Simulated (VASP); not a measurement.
# Zn (P6_3/mmc) in VASP: further runs, part 2 of 2

VASP 6.6.1.

## 4. Single point, revPBE (volume scaled by 0.88)

File INCAR:

```
ALGO     = Normal         # electronic algorithm
EDIFF    = 1E-6           # SCF threshold, eV
ENCUT    = 520            # plane-wave cutoff, eV
GGA      = RE             # functional
ISIF     = 2              # what is computed and relaxed
ISMEAR   = -1             # smearing method
LASPH    = True           # aspherical terms in the spheres
LCHARG   = True           # write CHGCAR
LELF     = True           # ELF
LREAL    = False          # projectors in reciprocal space
LVHAR    = True         
LWAVE    = False          # write WAVECAR
NBANDS   = 19             # bands
NELM     = 60             # most SCF steps
PREC     = Accurate       # precision mode
SIGMA    = 0.1            # smearing width, eV
```

File KPOINTS:

```
k-points
0
Gamma
  22 22 10
```

File POSCAR:

```
Zn
1.0
    2.5695584614      0.0000000000      0.0000000000
   -1.2847792307      2.2253029041      0.0000000000
    0.0000000000      0.0000000000      4.8210195327
Zn
2
Direct
    0.3333333333      0.6666666667      0.2500000000
    0.6666666667      0.3333333333      0.7500000000
```

On the command line:

```bash
$ cat potpaw_PBE.64/Zn/POTCAR > POTCAR
$ mpirun -np 1 vasp_std > vasp.out
```

Run time: 43 s. Hardware: 1 thread of Intel Xeon 6975P-C (Granite Rapids), shared host; peak memory 0.24 GiB.

It converged, with:

```yaml
Free_energy: -1.4925 eV
Pressure: 12.6 GPa
Band_gap_on_the_k_mesh: zero (band 12 reaches 5.74 eV, above the bottom of band 13 at 0.90 eV)
```

Stress tensor (GPa, compression positive):
```
14.34  0.00  0.00
 0.00 14.34  0.00
 0.00  0.00  9.11
```

Levels at points of the mesh, in eV from the Fermi level:
| k point | band 10 | band 11 | band 12 | band 13 | band 14 | band 15 |
| --- | --- | --- | --- | --- | --- | --- |
| (0.00, 0.00, 0.00) | -7.18 | -7.18 | -4.14 | -2.99 | 14.25 | 18.06 |
| (0.50, 0.00, 0.00) | -6.94 | -3.05 | -2.09 | 2.92 | 3.73 | 4.78 |
| (0.00, 0.00, 0.50) | -7.28 | -7.28 | -7.28 | 4.78 | 4.78 | 20.54 |
| (0.50, 0.00, 0.50) | -6.95 | -2.09 | -2.09 | 0.49 | 0.49 | 10.76 |

Caveat: the PAW data sets were made with another functional, which shifts forces and pressure a little.

## 5. Single point, revPBE (volume scaled by 0.92)

File INCAR:

```
SYSTEM = Zn
PREC = Accurate
ENCUT = 520
EDIFF = 1E-7
ISMEAR = -1
SIGMA = 0.1
LREAL = .FALSE.
LASPH = .TRUE.
NELM = 100
ALGO = Normal
ISIF = 2
LWAVE = .FALSE.
LCHARG = .FALSE.
GGA = RE
NBANDS = 19
```

File KPOINTS:

```
Automatic mesh
0
G
  22 22 10
  0 0 0
```

File POSCAR:

```
Zn
1.0
    2.6079157353      0.0000000000      0.0000000000
   -1.3039578676      2.2585212777      0.0000000000
    0.0000000000      0.0000000000      4.8929856581
Zn
2
Direct
    0.3333333333      0.6666666667      0.2500000000
    0.6666666667      0.3333333333      0.7500000000
```

On the command line:

```bash
$ cat potpaw_PBE.64/Zn/POTCAR > POTCAR
$ mpirun -np 1 vasp_std > vasp.out
```

It took 48 s on 1 thread of Intel Xeon 6975P-C (Granite Rapids), shared host; peak memory 0.25 GiB.

Results (log left out):

```
Free energy            : -1.5698 eV
Pressure               : 7.4 GPa
Band gap on the k mesh : zero (band 12 reaches 5.37 eV, above the bottom of band 13 at 0.52 eV)
```

Stress tensor (GPa, compression positive):
```
8.42 0.00 0.00
0.00 8.42 0.00
0.00 0.00 5.50
```

Levels at points of the mesh, in eV from the Fermi level:
```tsv
k point	band 10	band 11	band 12	band 13	band 14	band 15
(0.00, 0.00, 0.00)	-7.12	-7.12	-3.91	-3.04	13.84	17.57
(0.50, 0.00, 0.00)	-6.90	-2.92	-2.08	2.78	3.66	4.47
(0.00, 0.00, 0.50)	-7.21	-7.21	-7.21	4.62	4.62	19.84
(0.50, 0.00, 0.50)	-6.91	-1.97	-1.97	0.37	0.37	10.44
```

Caveat: the PAW data sets were made with another functional, which shifts forces and pressure a little.

## 6. Single point, revPBE (volume scaled by 0.96)

File INCAR:

```
PREC = Accurate
ENCUT = 520
EDIFF = 1E-6
ISMEAR = -1
SIGMA = 0.1
LREAL = F
LASPH = T
NELM = 100
ALGO = Normal
ISIF = 2
LWAVE = F
LCHARG = T
GGA = RE
LELF = T
LVHAR = T
NBANDS = 19
```

File KPOINTS:

```
Automatic mesh
0
Gamma
  22 22 10
```

File POSCAR:

```
Zn
1.0
    2.6451767085      0.0000000000      0.0000000000
   -1.3225883543      2.2907902271      0.0000000000
    0.0000000000      0.0000000000      4.9628948983
Zn
2
Direct
    0.3333333333      0.6666666667      0.2500000000
    0.6666666667      0.3333333333      0.7500000000
```

Potentials or basis: VASP PAW PBE potentials, release 64 (Zn).

On the command line:

```bash
$ cat potpaw_PBE.64/Zn/POTCAR > POTCAR
$ mpirun -np 1 vasp_std > vasp.out
```

OUTCAR:

```text
PREC = Accurate
   ENCUT = 520
   EDIFF = 1E-6
   ISMEAR = -1
   LREAL = F
   LASPH = T
   NELM = 100
   ISIF = 2
   GGA = RE

 ion  position               nearest neighbor table
   1  0.333  0.667  0.250-   2 2.91   2 2.91   2 2.91   2 2.91   2 2.91   2 2.91
   2  0.667  0.333  0.750-   1 2.91   1 2.91   1 2.91   1 2.91   1 2.91   1 2.91

  LATTYP: Found a hexagonal cell.
 ALAT       =     2.6451767085
 C/A-ratio  =     1.8762054279

  Lattice vectors:

 A1 = (   2.6451767085,   0.0000000000,   0.0000000000)
[... 190 lines left out ...]
      3      -4.6604      2.00000
      4      -4.4111      2.00000
      5      -4.4111      2.00000
      6      -4.3625      2.00000
[... 505 lines left out ...]
      6      -4.3555      2.00000
[... 11 lines left out ...]
     18      19.9753      0.00000
     19      20.2401      0.00000

 [... further k-points ...]
[... 5 lines left out ...]
  --------------------------------------------------------------------------------------
  -------------------------------------------------------------------------------------
  Total        0.7290099      0.7290099      0.5239923     -0.0000000     -0.0000000      0.0000000
  in kB       38.8390797     38.8390797     27.9164613     -0.0000000     -0.0000000      0.0000000
  external PRESSURE =      35.1982069 kB  Pullay stress =       0.0000000 kB

 VOLUME and BASIS-vectors are now :
 -----------------------------------------------------------------------------
  energy-cutoff  :      520.00
  volume of cell :       30.07
      direct lattice vectors                 reciprocal lattice vectors
     2.645176709  0.000000000  0.000000000     0.378046577  0.218265293  0.000000000
    -1.322588354  2.290790227  0.000000000     0.000000000  0.436530586  0.000000000
     0.000000000  0.000000000  4.962894898     0.000000000  0.000000000  0.201495301

 POSITION                                       TOTAL-FORCE (eV/Angst)
 -----------------------------------------------------------------------------------
     -0.00000      1.52719      1.24072        -0.000000     -0.000000      0.000000
      1.32259      0.76360      3.72217         0.000000      0.000000      0.000000
 -----------------------------------------------------------------------------------
    total drift:                                0.000000     -0.000000      0.000000

  FREE ENERGIE OF THE ION-ELECTRON SYSTEM (eV)
  ---------------------------------------------------
  free  energy   TOTEN  =        -1.6118048418 eV

  energy  without entropy=       -1.5982956300  energy(sigma->0) =       -1.60505024
```

stdout:

```text
POSCAR found type information on POSCAR Zn
 POSCAR found :  1 types and       2 ions
 scaLAPACK will be used
 -----------------------------------------------------------------------------
|                                                                             |
|                                                                             |
|     You enforced a specific xc type in the INCAR file but a different       |
|     I HOPE YOU KNOW WHAT YOU ARE DOING!                                     |
|                                                                             |
 -----------------------------------------------------------------------------

 LDA part: xc-table for (Slater+PW92), standard interpolation
 POSCAR, INCAR and KPOINTS ok, starting setup
 FFT: planning ... GRIDC
 FFT: planning ... GRID_SOFT
 FFT: planning ... GRID
 WAVECAR not read
 entering main loop
```

Wall time 49 s (1 thread of Intel Xeon 6975P-C (Granite Rapids), shared host); peak memory 0.25 GiB.

What came out:

| Item | Value |
| --- | --- |
| Free energy | -1.6118 eV |
| Pressure | 3.5 GPa |
| Band gap on the k mesh | zero (band 12 reaches 5.04 eV, above the bottom of band 13 at 0.17 eV) |

Stress tensor (GPa, compression positive):
```
3.88 0.00 0.00
0.00 3.88 0.00
0.00 0.00 2.79
```

Levels at points of the mesh, in eV from the Fermi level:
```tsv
k point	band 8	band 9	band 10	band 11	band 12	band 13	band 14	band 15	band 16	band 17
(0.00, 0.00, 0.00)	-7.27	-7.27	-7.07	-7.07	-3.71	-3.09	13.44	17.11	17.90	17.90
(0.50, 0.00, 0.00)	-7.09	-6.88	-6.86	-2.80	-2.07	2.65	3.60	4.19	5.74	10.43
(0.00, 0.00, 0.50)	-7.63	-7.16	-7.16	-7.16	-7.16	4.48	4.48	19.18	19.18	19.18
(0.50, 0.00, 0.50)	-7.10	-6.87	-6.87	-1.85	-1.85	0.25	0.25	10.14	10.14	12.23
```

Caveat: the PAW data sets were made with another functional, which shifts forces and pressure a little.

## 7. Summary

| task | cell | k mesh | cutoff (eV) | gap on the mesh (eV) | pressure (GPa) |
| --- | --- | --- | --- | --- | --- |
| single point | a = 2.681, b = 2.681, c = 5.031 Å, angles 90.0, 90.0, 120.0°, 2 atoms | 13 × 13 × 7 | 520 | none | 0.3 |
| relaxation of cell and atoms | relaxed from a = 2.665, b = 2.665, c = 4.947 Å, angles 90.0, 90.0, 120.0°, 2 atoms | 13 × 13 × 7 | 600 | none | 0.0 |
| single point | a = 2.570, b = 2.570, c = 4.821 Å, angles 90.0, 90.0, 120.0°, 2 atoms | 22 × 22 × 10 | 520 | none | 12.6 |
| single point | a = 2.608, b = 2.608, c = 4.893 Å, angles 90.0, 90.0, 120.0°, 2 atoms | 22 × 22 × 10 | 520 | none | 7.4 |
| single point | a = 2.645, b = 2.645, c = 4.963 Å, angles 90.0, 90.0, 120.0°, 2 atoms | 22 × 22 × 10 | 520 | none | 3.5 |

Alike in all rows: level revPBE; potentials or basis VASP PAW PBE potentials, release 64 (Zn); no spin polarisation; smearing fermi-dirac 0.1 eV.

Caveats: the PAW data sets were made with another functional, which shifts forces and pressure a little.

Total energies depend on the potentials used, so only differences within one code and one set of settings carry meaning.
